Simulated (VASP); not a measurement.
# Sr4Ti3CuO12 (P1) in VASP: single point with PBEsol

Aim: the single point of Sr4Ti3CuO12 with PBEsol.

All numbers are computed with VASP 6.6.1; they aren't measurements. Logs are shortened: lines on timing, memory, paths and dates and some standing lists are left out, and cuts for length are marked.

### 1 The cell of the first run

The typed cell holds 20 atoms: a = 5.520 Å, b = 5.520 Å, c = 7.807 Å, α = 90.00°, β = 90.00°, γ = 90.00°.

### 2 Single point, PBEsol

Contents of INCAR:

```
SYSTEM = Sr4Ti3CuO12
  PREC = Accurate
  ENCUT = 520
  EDIFF = 1E-6
  ISMEAR = 0
  SIGMA = 0.05
  LREAL = Auto
  LASPH = .True.
  NELM = 60
  ALGO = Normal
  ISIF = 2
  LWAVE = .False.
  LCHARG = .False.
  GGA = PS
  NBANDS = 96
```

Contents of KPOINTS:

```
regular mesh
0
Gamma
  3 3 2
  0 0 0
```

Contents of POSCAR:

```
Sr4Ti3CuO12
1.0
    3.9033639000      3.9033639000      0.0000000000
   -3.9033639000      3.9033639000      0.0000000000
    0.0000000000      0.0000000000      7.8067278000
Sr Cu Ti O
4 1 3 12
Direct
    0.5005489436      0.0003741732      0.2430387891
    0.5006528970      0.0004919305      0.7557448610
    0.0004508967      0.5004022308      0.2430205960
    0.0005097432      0.5003655605      0.7557459547
    0.0004522283      0.0003767232      0.9997182821
    0.0006067437      0.0004475854      0.4997275882
    0.5004190115      0.5004590721      0.9991170116
    0.5005624592      0.5003567228      0.4991130627
    0.0008317476      0.9971366078      0.2575468864
    0.9999811921      0.0037528390      0.7420353094
    0.5001895557      0.5030610042      0.2499405994
    0.5007012073      0.4974099815      0.7497739832
    0.2500286460      0.7472081711      0.9981803427
    0.2528116067      0.7498681011      0.5015751966
    0.7509239659      0.2536261597      0.0016050466
    0.7482557233      0.2510031364      0.4982178741
    0.2535702835      0.2501157008      0.0013361447
    0.2510811461      0.2526943130      0.4985939043
    0.7470406179      0.7509466049      0.9984826013
    0.7499467470      0.7480198912      0.5012534812
```

Potentials or basis: VASP PAW PBE potentials, release 64 (Sr_sv, Cu, Ti_sv, O).

On the command line:

```
$ cat potpaw_PBE.64/Sr_sv/POTCAR potpaw_PBE.64/Cu/POTCAR potpaw_PBE.64/Ti_sv/POTCAR potpaw_PBE.64/O/POTCAR > POTCAR
$ mpirun -np 1 vasp_std > vasp.out
```

OUTCAR:

```text
SYSTEM = Sr4Ti3CuO12
   PREC = Accurate
   ENCUT = 520
   EDIFF = 1E-6
   ISMEAR = 0
   LREAL = Auto
   LASPH = .True.
   NELM = 60
   ISIF = 2
   GGA = PS

 ion  position               nearest neighbor table
   1  0.501  0.000  0.243-  17 2.71  19 2.72  15 2.72  13 2.74  11 2.75   9 2.76   9 2.76  11 2.78
                            16 2.78  18 2.80  14 2.80  20 2.81   5 3.35   5 3.35   7 3.35   7 3.35
   2  0.501  0.000  0.756-  19 2.71  17 2.73  13 2.73  12 2.74  15 2.75  10 2.76  10 2.77  12 2.78
                            14 2.78  20 2.79  16 2.80  18 2.80   7 3.35   7 3.35   5 3.35   5 3.35
   3  0.000  0.500  0.243-  15 2.70  13 2.72  17 2.72  19 2.74   9 2.74  11 2.76  11 2.76   9 2.78
                            18 2.79  16 2.79  20 2.80  14 2.81   5 3.35   5 3.35   7 3.35   7 3.35
   4  0.001  0.500  0.756-  13 2.71  15 2.73  19 2.73  10 2.74  17 2.75  12 2.76  12 2.76  20 2.78
                            10 2.78  14 2.79  18 2.80  16 2.81   7 3.35   7 3.35   5 3.35   5 3.35
   5  0.000  0.000  1.000-  13 1.96  15 1.96  19 1.96  17 1.96  10 2.01   9 2.01   1 3.35   3 3.35
                             3 3.35   1 3.35   2 3.35   4 3.35   4 3.35   2 3.35
   6  0.001  0.000  0.500-   9 1.89  10 1.89  18 1.96  14 1.96  16 1.96  20 1.96   4 3.41   2 3.41
                             2 3.41   4 3.41   1 3.41   3 3.41   1 3.41   3 3.41
   7  0.500  0.500  0.999-  19 1.94  13 1.94  17 1.94  15 1.94  12 1.95  11 1.96   4 3.35   2 3.35
                             2 3.35   4 3.35   1 3.35   3 3.35   3 3.35   1 3.35
   8  0.501  0.500  0.499-  16 1.94  20 1.94  18 1.94  14 1.94  11 1.95  12 1.96   3 3.41   1 3.41
                             1 3.41   3 3.41   2 3.41   4 3.41   4 3.41   2 3.41
   9  0.001  0.997  0.258-   6 1.89   5 2.01   3 2.74   1 2.76   1 2.76   3 2.78
  10  1.000  0.004  0.742-   6 1.89   5 2.01   4 2.74   2 2.76   2 2.77   4 2.78
  11  0.500  0.503  0.250-   8 1.95   7 1.96   1 2.75   3 2.76   3 2.76   1 2.78
  12  0.501  0.497  0.750-   7 1.95   8 1.96   2 2.74   4 2.76   4 2.76   2 2.78
  13  0.250  0.747  0.998-   7 1.94   5 1.96   4 2.71   3 2.72   2 2.73   1 2.74
  14  0.253  0.750  0.502-   8 1.94   6 1.96   2 2.78   4 2.79   1 2.80   3 2.81
  15  0.751  0.254  0.002-   7 1.94   5 1.96   3 2.70   1 2.72   4 2.73   2 2.75
  16  0.748  0.251  0.498-   8 1.94   6 1.96   1 2.78   3 2.79   2 2.80   4 2.81
  17  0.254  0.250  0.001-   7 1.94   5 1.96   1 2.71   3 2.72   2 2.73   4 2.75
  18  0.251  0.253  0.499-   8 1.94   6 1.96   3 2.79   4 2.80   1 2.80   2 2.80
  19  0.747  0.751  0.998-   7 1.94   5 1.96   2 2.71   1 2.72   4 2.73   3 2.74
  20  0.750  0.748  0.501-   8 1.94   6 1.96   4 2.78   2 2.79   3 2.80   1 2.81

  LATTYP: Found a simple tetragonal cell.
 ALAT       =     5.5201901663
 C/A-ratio  =     1.4142135624

  Lattice vectors:

 A1 = (   3.9033639000,   3.9033639000,   0.0000000000)
 A2 = (  -3.9033639000,   3.9033639000,   0.0000000000)
 A3 = (   0.0000000000,   0.0000000000,   7.8067278000)

Analysis of symmetry for initial positions (statically):
=====================================================================
 Subroutine PRICEL returns:
 Original cell was already a primitive cell.

 Routine SETGRP: Setting up the symmetry group for a
 simple tetragonal supercell.

 Subroutine GETGRP returns: Found  1 space group operations
 (whereof  1 operations were pure point group operations)
 out of a pool of 16 trial point group operations.

The static configuration has the point symmetry C_1 .

Analysis of symmetry for dynamics (positions and initial velocities):
=====================================================================
 Subroutine PRICEL returns:
 Original cell was already a primitive cell.

 Routine SETGRP: Setting up the symmetry group for a
 simple tetragonal supercell.

 Subroutine GETGRP returns: Found  1 space group operations
 (whereof  1 operations were pure point group operations)
 out of a pool of 16 trial point group operations.

The dynamic configuration has the point symmetry C_1 .

 Subroutine INISYM returns: Found  1 space group operations
 (whereof  1 operations are pure point group operations),
 and found     1 'primitive' translations

----------------------------------------------------------------------------------------

                                     Primitive cell

  volume of cell :     237.8905

  direct lattice vectors                    reciprocal lattice vectors
     3.903363900  3.903363900  0.000000000     0.128094642  0.128094642  0.000000000
    -3.903363900  3.903363900  0.000000000    -0.128094642  0.128094642  0.000000000
     0.000000000  0.000000000  7.806727800     0.000000000  0.000000000  0.128094642

  length of vectors
     5.520190166  5.520190166  7.806727800     0.181153179  0.181153179  0.128094642

  position of ions in fractional coordinates (direct lattice)
     0.500548944  0.000374173  0.243038789
     0.500652897  0.000491930  0.755744861
     0.000450897  0.500402231  0.243020596
     0.000509743  0.500365561  0.755745955
     0.000452228  0.000376723  0.999718282
     0.000606744  0.000447585  0.499727588
[... 12 lines left out ...]
     0.747040618  0.750946605  0.998482601
     0.749946747  0.748019891  0.501253481

  ion indices of the primitive-cell ions
   primitive index   ion index
                 1           1
                 2           2
                 3           3
                 4           4
                 5           5
                 6           6
[... 12 lines left out ...]
                19          19
                20          20

----------------------------------------------------------------------------------------

 KPOINTS: regular mesh

Automatic generation of k-mesh.
 Grid dimensions read from file:
 generate k-points for:    3    3    2

 Generating k-lattice:

  Cartesian coordinates                     Fractional coordinates (reciprocal lattice)
     0.042698214  0.042698214  0.000000000     0.333333333  0.000000000  0.000000000
    -0.042698214  0.042698214  0.000000000     0.000000000  0.333333333  0.000000000
     0.000000000  0.000000000  0.064047321     0.000000000  0.000000000  0.500000000

  Length of vectors
     0.060384393  0.060384393  0.064047321

  Shift w.r.t. Gamma in fractional coordinates (k-lattice)
     0.000000000  0.000000000  0.000000000

 Subroutine IBZKPT returns following result:
 ===========================================

 Found     10 irreducible k-points:

 Following reciprocal coordinates:
            Coordinates               Weight
  0.000000  0.000000  0.000000      1.000000
  0.333333  0.000000  0.000000      2.000000
  0.000000  0.333333  0.000000      2.000000
  0.333333  0.333333  0.000000      2.000000
 -0.333333  0.333333  0.000000      2.000000
  0.000000  0.000000  0.500000      1.000000
  0.333333  0.000000  0.500000      2.000000
  0.000000  0.333333  0.500000      2.000000
  0.333333  0.333333  0.500000      2.000000
 -0.333333  0.333333  0.500000      2.000000
   k-points           NKPTS =     10   k-points in BZ     NKDIM =     10   number of bands    NBANDS=     96
   number of dos      NEDOS =    301   number of ions     NIONS =     20
   total plane-waves  NPLWV = 105840
   dimension x,y,z NGX =    42 NGY =   42 NGZ =   60
   dimension x,y,z NGXF=    84 NGYF=   84 NGZF=  120
   ions per type =               4   1   3  12
   NGX,Y,Z   is equivalent  to a cutoff of  12.65, 12.65, 12.78 a.u.
   NGXF,Y,Z  is equivalent  to a cutoff of  25.30, 25.30, 25.55 a.u.
 SYSTEM =  Sr4Ti3CuO12
   PREC   = accura    normal or accurate (medium, high low for compatibility)
   ISTART =      0    job   : 0-new  1-cont  2-samecut
   ICHARG =      2    charge: 1-file 2-atom 10-const
   ISPIN  =      1    spin polarized calculation?
   LNONCOLLINEAR =      F non collinear calculations
   LSORBIT =      F    spin-orbit coupling
   LASPH  =      T    aspherical Exc in radial PAW
   ENCUT  =  520.0 eV  38.22 Ry    6.18 a.u.  10.26 10.26 14.52*2*pi/ulx,y,z
   NELM   =     60;   NELMIN=  2; NELMDL= -5     # of ELM steps
   EDIFF  = 0.1E-05   stopping-criterion for ELM
   LREAL  =      T    real-space projection
   EDIFFG = 0.1E-04   stopping-criterion for IOM
   NSW    =      0    number of steps for IOM
   IBRION =     -1    ionic relax: 0-MD 1-quasi-New 2-CG
   NFREE  =      0    steps in history (QN), initial steepest desc. (CG)
   ISIF   =      2    stress and relaxation
   ISYM   =      2    0-nonsym 1-usesym 2-fastsym
   POTIM  = 0.5000    time-step for ionic-motion
   TEBEG  =    0.0;   TEEND  =   0.0 temperature during run
   PSTRESS=    0.0 pullay stress
   NELECT =     159.0000    total number of electrons
   NUPDOWN=      -1.0000    fix difference up-down
   EMIN   =  10.00;   EMAX   =-10.00  energy-range for DOS
   EFERMI =   0.00;   METHOD = LEGACY
   ISMEAR =     0;   SIGMA  =   0.05  broadening in eV -4-tet -1-fermi 0-gaus
   EFERMI_NEDOS =   21; number of points for ismear=-14 and -15
   IALGO  =     38    algorithm
   IMIX   =      4    mixing-type and parameters
     AMIX     =   0.40;   BMIX     =  1.00
     AMIX_MAG =   1.60;   BMIX_MAG =  1.00
  volume/ion in A,a.u.               =      11.89        80.27
  Fermi-wavevector in a.u.,A,eV,Ry     =   1.431358  2.704874 27.875409  2.048785
  Thomas-Fermi vector in A             =   2.551103
   LORBIT       =      0    0 simple, 1 ext, 2 COOP (PROOUT), +10 PAW based schemes
   GGA     = PS    functional components
   LHFCALC =     F    Hartree Fock is set to
   AEXX    =    0.0000 exact exchange contribution
   IVDW    =     0    specifies the selected vdW correction
   LEPSILON=     F    determine dielectric tensor
   LRPA    =     F    only Hartree local field effects (RPA)
 non-spin polarized calculation
 Gauss-broadening in eV      SIGMA  =   0.05
  energy-cutoff  :      520.00
  volume of cell :      237.89
 maximum number of plane-waves:      6416
 NGX is ok and might be reduce to    42
   NGX = 21   NGY = 21   NGZ = 29

 number of electron     159.0000015 magnetization

 Free energy of the ion-electron system (eV)
  ---------------------------------------------------
  ext. energy  EPLUGINS =         0.00000000
  ---------------------------------------------------
  free energy    TOTEN  =      -154.34942581 eV

  energy without entropy =     -154.33517033  energy(sigma->0) =     -154.34229807

 E-fermi :   3.6521     XC(G=0): -11.5118

 val. band max:        3.6387565175   @ k =  -0.3333   0.3333   0.0000
 cond. band min:       3.6790732527   @ k =   0.0000   0.0000   0.5000
 fundamental gap:      0.0403167352
 Fermi energy:         3.6521132573

 k-point     1 :       0.0000    0.0000    0.0000
  band No.  band energies     occupation
      1     -52.4505      2.00000
      2     -52.3839      2.00000
      3     -52.2724      2.00000
      4     -28.9266      2.00000
      5     -28.8868      2.00000
      6     -28.8866      2.00000
[... 83 lines left out ...]
     90       8.1878      0.00000
     91       8.2107      0.00000

 k-point     2 :       0.3333    0.0000    0.0000
  band No.  band energies     occupation
      1     -52.4505      2.00000
      2     -52.3839      2.00000
      3     -52.2724      2.00000
      4     -28.9218      2.00000
      5     -28.9028      2.00000
      6     -28.8866      2.00000
[... 741 lines left out ...]
     90       7.8108      0.00000
     91       8.9085      0.00000

 k-point    10 :      -0.3333    0.3333    0.5000
  band No.  band energies     occupation
      1     -52.4505      2.00000
      2     -52.3839      2.00000
      3     -52.2724      2.00000
      4     -28.9185      2.00000
      5     -28.9142      2.00000
      6     -28.8737      2.00000
[... 83 lines left out ...]
     90       7.8110      0.00000
     91       8.9084      0.00000
 [bands above 91 left out]

------------------------ aborting loop because EDIFF is reached ----------------------------------------

  FORCE on cell =-STRESS in cart. coord.  units (eV):
  Direction    XX          YY          ZZ          XY          YZ          ZX
  --------------------------------------------------------------------------------------
  -------------------------------------------------------------------------------------
  Total       -4.2052822     -4.1989761     -1.5404612     -0.0073035     -0.0023227      0.0156332
  in kB      -28.3223061    -28.2798346    -10.3749076     -0.0491885     -0.0156433      0.1052883
  external PRESSURE =     -22.3256828 kB  Pullay stress =       0.0000000 kB

 VOLUME and BASIS-vectors are now :
 -----------------------------------------------------------------------------
  energy-cutoff  :      520.00
  volume of cell :      237.89
      direct lattice vectors                 reciprocal lattice vectors
     3.903363900  3.903363900  0.000000000     0.128094642  0.128094642  0.000000000
    -3.903363900  3.903363900  0.000000000    -0.128094642  0.128094642  0.000000000
     0.000000000  0.000000000  7.806727800     0.000000000  0.000000000  0.128094642

 POSITION                                       TOTAL-FORCE (eV/Angst)
 -----------------------------------------------------------------------------------
      1.95236      1.95529      1.89734        -0.000979     -0.000168      0.037821
      1.95231      1.95615      5.89989        -0.002454     -0.003362     -0.034966
     -1.95149      1.95501      1.89720         0.000857      0.001020      0.038962
     -1.95112      1.95510      5.89990        -0.001016     -0.001119     -0.035548
      0.00029      0.00324      7.80453        -0.005514      0.000989      0.004913
      0.00062      0.00412      3.90124         0.003376      0.001214      0.004391
[... 12 lines left out ...]
     -0.01525      5.84719      7.79488         0.008303      0.137579     -0.002763
      0.00752      5.84711      3.91315        -0.000258     -0.016547     -0.007943
 -----------------------------------------------------------------------------------
    total drift:                                0.004257      0.011992      0.020454

  FREE ENERGIE OF THE ION-ELECTRON SYSTEM (eV)
  ---------------------------------------------------
  free  energy   TOTEN  =      -154.3494258137 eV

  energy  without entropy=     -154.3351703303  energy(sigma->0) =     -154.34229807
```

Wall time 20 min (1 thread of AMD EPYC, shared host); peak memory 0.38 GiB.

Results:

* Free energy: -154.3494 eV
* Pressure: -2.2 GPa
* Largest force: 0.505 eV/Å
* Band gap on the k mesh: zero (an odd number of electrons rules out a gap without spin polarisation)

Forces on the atoms (eV/Å):
```
Sr  -0.001  0.000  0.038
Sr  -0.002 -0.003 -0.035
Sr   0.001  0.001  0.039
Sr  -0.001 -0.001 -0.036
Cu  -0.006  0.001  0.005
Ti   0.003  0.001  0.004
Ti   0.003  0.000  0.030
Ti  -0.003  0.008  0.025
O    0.004 -0.002 -0.505
O    0.003  0.002  0.501
O   -0.007  0.006 -0.047
O    0.003  0.000  0.022
O   -0.140  0.001 -0.003
O    0.020  0.001 -0.007
O    0.134 -0.004 -0.009
O   -0.019 -0.005  0.000
O    0.002 -0.140 -0.011
O   -0.002  0.015 -0.003
O    0.008  0.138 -0.003
O    0.000 -0.017 -0.008
```

Caveat: the k points lie up to 0.40 Å⁻¹ apart, too coarse for converged energies and pressures of a metal; the PAW data sets were made with another functional, which shifts forces and pressure a little; an odd number of electrons without spin polarisation forces a metal; a magnetic or distorted state may lie lower; semilocal functionals often make such compounds metallic where correlation or magnetic order opens a gap, which also shifts bond lengths. With open d or f shells a metallic result of PBEsol can be an artefact of self-interaction; +U or a hybrid may open a gap.

The gap in the log of VASP goes by the Fermi energy; the results here count the filled bands.